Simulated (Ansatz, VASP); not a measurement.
**Co in VASP and in Ansatz**

File INCAR:

```
  PREC = Accurate
  ENCUT = 520
  EDIFF = 1E-6
  ISMEAR = -1
  SIGMA = 0.05
  LREAL = F
  LASPH = T
  NELM = 150
  ALGO = Normal
  ISIF = 2
  LWAVE = F
  LCHARG = F
  ISPIN = 2
  MAGMOM = 3 3
  LORBIT = 11
  LMAXMIX = 4
  GGA = PE
  NBANDS = 20
```

Contents of KPOINTS:

```
Automatic mesh
0
Gamma
  11 11 11
```

POSCAR

```
Co
1.0
    3.5720000000      1.7860000000      1.7860000000
    1.7860000000      3.5720000000      1.7860000000
    1.7860000000      1.7860000000      3.5720000000
Co
2
Direct
    0.0000000000      0.0000000000      0.0000000000
    0.5000000000      0.5000000000      0.5000000000
```

Input for Ansatz:

```yaml
crystal:
  lattice:
    - [3.572, 1.786, 1.786]
    - [1.786, 3.572, 1.786]
    - [1.786, 1.786, 3.572]
  atoms:
    - { symbol: Co, position: [0.0, 0.0, 0.0], spin: 3.0 }
    - { symbol: Co, position: [0.5, 0.5, 0.5], spin: 3.0 }
magnetization:
  spin_polarized: true
hamiltonian:
  xc: pbe
  pseudopotentials: { kind: paw }
basis:
  ecutwfc: 420
kpoints:
  mp_grid: { grid: [11, 11, 11] }
scf:
  occupations: { method: fermi_dirac, width: 0.05 }
output:
  forces: true
  stress: true
```

Alike in both runs: task single point; functional PBE; k mesh 11 × 11 × 11; occupations fermi-dirac, width 0.05 eV; collinear spin.

|  | VASP | Ansatz |
| --- | --- | --- |
| version | VASP 6.6.1 | Ansatz 0.2.0 |
| potentials or method | VASP PAW PBE potentials, release 64 (Co), cutoff 520 eV | PAW, plane waves, scalar-relativistic |
| valence electrons in the cell | 18 | 34 |

```tsv
	VASP	Ansatz	Ansatz less VASP
pressure (GPa)	-9.3	-8.8	+0.58
traceless stress, the component that is largest in VASP (GPa)	0.09	0.07	-0.017
net moment per atom (μB)	1.64	1.65	+0.010
size of the moment on the site where the two differ most (μB)	1.67	1.72	+0.057
```

Site moments also hang on the region over which each program counts them. VASP's potentials hold 18 valence electrons a cell and Ansatz's 34, so a difference there can come from the potentials and not from the codes.
